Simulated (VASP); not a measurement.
Wanted: the native input for a VASP 6.6.1 run.

| Item | Value |
| --- | --- |
| Task | single point |
| Functional | LDA |
| Potentials or basis | VASP PAW LDA potentials, release 64 (Sn_d, Se) |
| Cutoff | 500 eV |
| k mesh | 4 × 4 × 4 |
| Occupations | gaussian, width 0.01 eV |
| Spin | no spin polarisation |
| Dipole correction | no |
| Further INCAR settings | ALGO = Normal; EDIFF = 1e-06; NBANDS = 17 |

The structure of SnSe lies in POSCAR:

```
SnSe
1.0
    0.0000000000      2.9848894956      2.9848894956
    2.9848894956      0.0000000000      2.9848894956
    2.9848894956      2.9848894956      0.0000000000
Sn Se
1 1
Direct
    0.0000000000      0.0000000000      0.0000000000
    0.5000000000      0.5000000000      0.5000000000
```

The input as run:

INCAR

```
ALGO = Normal ; EDIFF = 1E-6
ENCUT = 500 ; GGA_COMPAT = False
ISIF = 2 ; ISMEAR = 0
LASPH = True ; LCHARG = False
LREAL = False ; LWAVE = False
NBANDS = 17 ; NELM = 120
PREC = Accurate ; SIGMA = 0.01
```

KPOINTS

```
k-points
0
Gamma
  4 4 4
```

Potentials or basis: VASP PAW LDA potentials, release 64 (Sn_d, Se).

Command:

```bash
$ cat potpaw_LDA.64/Sn_d/POTCAR potpaw_LDA.64/Se/POTCAR > POTCAR
$ mpirun -np 1 vasp_std > vasp.out
```

It gave:

| Property | Result |
| --- | --- |
| Pressure | -3.5 GPa |
| Band gap on the k mesh | 0.71 eV |

Caveat: the k points lie up to 0.46 Å⁻¹ apart; spin-orbit coupling is left out, which moves the levels of the heavy elements.

Run time: 9.2 s on 1 thread of AMD EPYC 7R43 64-Core Processor (Zen 3), with other jobs on the host, peak memory 0.11 GiB.
